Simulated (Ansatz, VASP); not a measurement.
## Y: VASP beside Ansatz

```
Y
1.0
     2.43656   -2.44180    0.00000
     2.43656    2.44180    0.00000
     0.00000    0.00000   10.43611
Y
4
Direct
  0.74993 0.25007 0.12505
  0.75007 0.24993 0.62505
  0.25007 0.74993 0.87495
  0.24993 0.75007 0.37495
```

Alike in both runs: functional PBEsol; k mesh 4 × 4 × 2; occupations gaussian, width 0.1 eV; no spin polarisation.

Ansatz relaxed the structure, and its values are those at the end. VASP's run is a single point on that final structure, the one shown.

|  | VASP | Ansatz |
| --- | --- | --- |
| version | VASP 6.6.1 | Ansatz 0.2.0 |
| potentials or method | VASP PAW PBE potentials, release 64 (Y_sv), cutoff 520 eV | scalar-relativistic, plane waves, PAW |
| valence electrons in the cell | 44 | 44 |

VASP gave:

| Item | Value |
| --- | --- |
| gap on the k mesh at the Fermi level (eV) | none |
| pressure (GPa) | -0.1 |

Task: What did Ansatz give for the same quantities?

Result: gap on the k mesh at the Fermi level (eV): none; pressure (GPa): 0.1.

VASP's potentials were made for PBE, not for PBEsol. A gap of «none» marks a metal or a gap that the smearing closes. With one functional, cell and mesh, what is left measures potentials, basis and numerics.

The k mesh is coarse, so the values compare programs but aren't converged.
